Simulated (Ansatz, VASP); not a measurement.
## Cu in VASP and in Ansatz

```xyz
4
Lattice="2.5350 0.0000 0.0000 -1.2675 2.1954 0.0000 0.0000 0.0000 8.2756" Properties=species:S:1:pos:R:3 pbc="T T T"
Cu    1.2505    2.1923    8.2739
Cu   -0.0113    1.4422    2.0739
Cu    0.0131    0.0134    4.1465
Cu    1.2775    0.7397    6.2229
```

Alike in both runs: task single point; functional LDA; k mesh 7 × 7 × 2; occupations fermi-dirac, width 0.1 eV; no spin polarisation.

```csv
,VASP,Ansatz
version,VASP 6.6.1,Ansatz 0.2.0
potentials or method,"VASP PAW LDA potentials, release 64 (Cu_sv_GW), cutoff 820 eV","plane waves, PAW"
valence electrons in the cell,76,76
```

VASP gave:

| Property | Result |
| --- | --- |
| pressure (GPa) | -10.6 |
| traceless stress, the component that is largest in VASP (GPa) | -0.26 |
| rms of the force components (eV/Å) | 0.042 |

Task: What did Ansatz give for the same quantities?

Result: Pressure (GPa): -9.5; traceless stress, the component that is largest in VASP (GPa): -0.27; rms of the force components (eV/Å): 0.041.

LDA's correlation is that of Perdew and Zunger in VASP and of Perdew and Wang (1992) in Ansatz. Atom by atom the forces differ by 0.001 eV/Å (rms over components). Ansatz's warnings: stress scf threshold loose.

The k mesh is coarse, so the values compare programs but aren't converged.
